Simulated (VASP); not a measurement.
# CuO (C2/c) in VASP: notebook, part 2 of 2

VASP 6.6.1.

### Step 3. Single point, RPBE+D4

This run uses another cell than the first one, of 9.73 Å³/atom.

File INCAR:

```
  PREC = Accurate
  ENCUT = 520
  EDIFF = 1E-6
  ISMEAR = -1
  SIGMA = 0.05
  LREAL = F
  LASPH = T
  NELM = 100
  ALGO = Normal
  ISIF = 2
  LWAVE = F
  LCHARG = F
  GGA = RP
  IVDW = 13
  NBANDS = 25
```

File KPOINTS:

```
regular mesh
0
Gamma
  10 10 5
```

File POSCAR:

```
CuO
1.0
    2.3101994985     -1.6881714891      0.0000000000
    2.3101994985      1.6881714891      0.0000000000
   -0.8385391614      0.0000000000      4.9895114286
Cu O
2 2
Direct
    0.5000000000      0.0000000000      0.5000000000
    0.0000000000      0.5000000000      0.0000000000
    0.4184000000      0.5816000000      0.7500000000
    0.5816000000      0.4184000000      0.2500000000
```

Potentials or basis: VASP PAW PBE potentials, release 64 (Cu, O).

Started as:

```bash
$ cat potpaw_PBE.64/Cu/POTCAR potpaw_PBE.64/O/POTCAR > POTCAR
$ mpirun -np 1 vasp_std > vasp.out
```

OUTCAR:

```text
PREC = Accurate
   ENCUT = 520
   EDIFF = 1E-6
   ISMEAR = -1
   LREAL = F
   LASPH = T
   NELM = 100
   ISIF = 2
   GGA = RP
   IVDW = 13

 ion  position               nearest neighbor table
   1  0.500  0.000  0.500-   3 1.92   4 1.92   4 1.93   3 1.93
   2  0.000  0.500  0.000-   4 1.92   3 1.92   4 1.93   3 1.93
   3  0.418  0.582  0.750-   2 1.92   1 1.92   2 1.93   1 1.93
   4  0.582  0.418  0.250-   1 1.92   2 1.92   2 1.93   1 1.93

  LATTYP: Found a base centered monoclinic cell.
 ALAT       =     4.6203989970
 B/A-ratio  =     0.7307470589
 C/A-ratio  =     1.0950317057
 COS(beta)  =    -0.1657361228

  Lattice vectors:

 A1 = (   2.3101994985,  -1.6881714891,   0.0000000000)
 A2 = (   2.3101994985,   1.6881714891,   0.0000000000)
 A3 = (  -0.8385391614,   0.0000000000,   4.9895114286)

Analysis of symmetry for initial positions (statically):
=====================================================================
 Subroutine PRICEL returns:
 Original cell was already a primitive cell.

 Routine SETGRP: Setting up the symmetry group for a
 base centered monoclinic supercell.

 Subroutine GETGRP returns: Found  4 space group operations
 (whereof  2 operations were pure point group operations)
 out of a pool of  4 trial point group operations.

The static configuration has the point symmetry S_2 .
 The point group associated with its full space group is C_2h.

Analysis of symmetry for dynamics (positions and initial velocities):
=====================================================================
 Subroutine PRICEL returns:
 Original cell was already a primitive cell.

 Routine SETGRP: Setting up the symmetry group for a
 base centered monoclinic supercell.

 Subroutine GETGRP returns: Found  4 space group operations
 (whereof  2 operations were pure point group operations)
 out of a pool of  4 trial point group operations.

The dynamic configuration has the point symmetry S_2 .
 The point group associated with its full space group is C_2h.

 Subroutine INISYM returns: Found  4 space group operations
 (whereof  2 operations are pure point group operations),
 and found     1 'primitive' translations

----------------------------------------------------------------------------------------

                                     Primitive cell

  volume of cell :      38.9183

  direct lattice vectors                    reciprocal lattice vectors
     2.310199498 -1.688171489  0.000000000     0.216431525 -0.296178441  0.036373563
     2.310199498  1.688171489  0.000000000     0.216431525  0.296178441  0.036373563
    -0.838539161  0.000000000  4.989511429     0.000000000  0.000000000  0.200420425

  length of vectors
     2.861283750  2.861283750  5.059483395     0.368628960  0.368628960  0.200420425

  position of ions in fractional coordinates (direct lattice)
     0.500000000  0.000000000  0.500000000
     0.000000000  0.500000000  0.000000000
     0.418400000  0.581600000  0.750000000
     0.581600000  0.418400000  0.250000000

  ion indices of the primitive-cell ions
   primitive index   ion index
                 1           1
                 2           2
                 3           3
                 4           4

[... 27 lines left out ...]
            Coordinates               Weight
  0.000000  0.000000  0.000000      1.000000
  0.100000  0.000000  0.000000      4.000000
  0.200000  0.000000  0.000000      4.000000
  0.300000  0.000000  0.000000      4.000000
  0.400000  0.000000  0.000000      4.000000
  0.500000  0.000000  0.000000      2.000000
[... 16 lines left out ...]
  0.300000  0.300000  0.000000      2.000000
  0.400000  0.300000  0.000000      4.000000
 [... further k-points ...]
   k-points           NKPTS =    141   k-points in BZ     NKDIM =    141   number of bands    NBANDS=     25
   number of dos      NEDOS =    301   number of ions     NIONS =      4
   total plane-waves  NPLWV =  23040
   dimension x,y,z NGX =    24 NGY =   24 NGZ =   40
   dimension x,y,z NGXF=    48 NGYF=   48 NGZF=   80
   ions per type =               2   2
   NGX,Y,Z   is equivalent  to a cutoff of  13.94, 13.94, 13.14 a.u.
   NGXF,Y,Z  is equivalent  to a cutoff of  27.89, 27.89, 26.29 a.u.
 SYSTEM =  unknown system
   PREC   = accura    normal or accurate (medium, high low for compatibility)
   ISTART =      0    job   : 0-new  1-cont  2-samecut
   ICHARG =      2    charge: 1-file 2-atom 10-const
   ISPIN  =      1    spin polarized calculation?
   LNONCOLLINEAR =      F non collinear calculations
   LSORBIT =      F    spin-orbit coupling
   LASPH  =      T    aspherical Exc in radial PAW
   ENCUT  =  520.0 eV  38.22 Ry    6.18 a.u.   5.32  5.32  9.41*2*pi/ulx,y,z
   NELM   =    100;   NELMIN=  2; NELMDL= -5     # of ELM steps
   EDIFF  = 0.1E-05   stopping-criterion for ELM
   LREAL  =      F    real-space projection
   EDIFFG = 0.1E-04   stopping-criterion for IOM
   NSW    =      0    number of steps for IOM
   IBRION =     -1    ionic relax: 0-MD 1-quasi-New 2-CG
   NFREE  =      0    steps in history (QN), initial steepest desc. (CG)
   ISIF   =      2    stress and relaxation
   ISYM   =      2    0-nonsym 1-usesym 2-fastsym
   POTIM  = 0.5000    time-step for ionic-motion
   TEBEG  =    0.0;   TEEND  =   0.0 temperature during run
   PSTRESS=    0.0 pullay stress
   NELECT =      34.0000    total number of electrons
   NUPDOWN=      -1.0000    fix difference up-down
   EMIN   =  10.00;   EMAX   =-10.00  energy-range for DOS
   EFERMI =   0.00;   METHOD = LEGACY
   ISMEAR =    -1;   SIGMA  =   0.05  broadening in eV -4-tet -1-fermi 0-gaus
   EFERMI_NEDOS =   21; number of points for ismear=-14 and -15
   IALGO  =     38    algorithm
   IMIX   =      4    mixing-type and parameters
     AMIX     =   0.40;   BMIX     =  1.00
     AMIX_MAG =   1.60;   BMIX_MAG =  1.00
  volume/ion in A,a.u.               =       9.73        65.66
  Fermi-wavevector in a.u.,A,eV,Ry     =   1.565008  2.957436 33.324052  2.449249
  Thomas-Fermi vector in A             =   2.667547
   LORBIT       =      0    0 simple, 1 ext, 2 COOP (PROOUT), +10 PAW based schemes
   GGA     = RP    functional components
   LHFCALC =     F    Hartree Fock is set to
   AEXX    =    0.0000 exact exchange contribution
   IVDW    =    13    specifies the selected vdW correction
   LEPSILON=     F    determine dielectric tensor
   LRPA    =     F    only Hartree local field effects (RPA)
 non-spin polarized calculation
  energy-cutoff  :      520.00
  volume of cell :       38.92
 maximum number of plane-waves:      1071
 NGX is ok and might be reduce to    24
   NGX = 11   NGY = 11   NGZ = 19

 number of electron      33.9999986 magnetization

 Free energy of the ion-electron system (eV)
  ---------------------------------------------------
  ext. energy  EPLUGINS =         0.00000000
  ---------------------------------------------------
  free energy    TOTEN  =       -17.57509552 eV

  energy without entropy =      -17.55634665  energy(sigma->0) =      -17.56572109

 E-fermi :   6.4717     XC(G=0): -11.9467

 val. band max:        6.4685929701   @ k =  -0.4000   0.2000   0.4000
 cond. band min:       6.4797815103   @ k =   0.4000   0.2000   0.4000
 fundamental gap:      0.0111885403
 Fermi energy:         6.4717469359

 k-point     1 :       0.0000    0.0000    0.0000
  band No.  band energies     occupation
      1     -13.9612      2.00000
      2     -12.5397      2.00000
      3      -2.0917      2.00000
      4       0.5934      2.00000
      5       0.9994      2.00000
      6       2.9513      2.00000
[... 661 lines left out ...]
     24      20.2247      0.00000
     25      21.2060      0.00000

 [... further k-points ...]

------------------------ aborting loop because EDIFF is reached ----------------------------------------

  DFT-D4 for vdW energy calculation

  Edisp (eV):   -2.84760

  FORCE on cell =-STRESS in cart. coord.  units (eV):
  Direction    XX          YY          ZZ          XY          YZ          ZX
  --------------------------------------------------------------------------------------
  -------------------------------------------------------------------------------------
  Total       2.73503     2.05027     2.98613     0.00000     0.00000    -0.71447
  in kB     112.59506    84.40502   122.93224     0.00000     0.00000   -29.41302
  external pressure =      106.64 kB  Pullay stress =        0.00 kB

 VOLUME and BASIS-vectors are now :
 -----------------------------------------------------------------------------
  energy-cutoff  :      520.00
  volume of cell :       38.92
      direct lattice vectors                 reciprocal lattice vectors
     2.310199498 -1.688171489  0.000000000     0.216431525 -0.296178441  0.036373563
     2.310199498  1.688171489  0.000000000     0.216431525  0.296178441  0.036373563
    -0.838539161  0.000000000  4.989511429     0.000000000  0.000000000  0.200420425

 POSITION                                       TOTAL-FORCE (eV/Angst)
 -----------------------------------------------------------------------------------
      0.73583     -0.84409      2.49476         0.000000      0.000000     -0.000000
      1.15510      0.84409      0.00000         0.000000      0.000000     -0.000000
      1.68130      0.27551      3.74213        -0.000000     -0.003101     -0.000000
      2.10056     -0.27551      1.24738         0.000000      0.003101      0.000000
 -----------------------------------------------------------------------------------
    total drift:                                0.000000      0.000000     -0.000000

  FREE ENERGIE OF THE ION-ELECTRON SYSTEM (eV)
  ---------------------------------------------------
  free  energy   TOTEN  =       -20.4226980262 eV

  energy  without entropy=      -20.4039491567  energy(sigma->0) =      -20.41332359
```

Wall time 1.8 min (1 thread of Intel Xeon Platinum 8259CL at 2.50GHz (Skylake/Cascade Lake), shared host); peak memory 0.24 GiB.

Results:

```yaml
Free_energy: -20.4227 eV
Pressure: 10.7 GPa
Largest_force: 0.003 eV/Å
Band_gap_on_the_k_mesh: zero (bands 17 and 18 overlap by 0.60 eV)
Dispersion_energy_per_atom: -0.712 eV
```

Forces in eV/Å, atoms in the order of the input:
```
Cu   0.000  0.000  0.000
Cu   0.000  0.000  0.000
O    0.000 -0.003  0.000
O    0.000  0.003  0.000
```

Caveat: the cell stands under pressure; the PAW data sets were made with another functional, which shifts forces and pressure a little; semilocal functionals often make such compounds metallic where correlation or magnetic order opens a gap, which also shifts bond lengths. With open d or f shells a metallic result of RPBE can be an artefact of self-interaction; +U or a hybrid may open a gap.
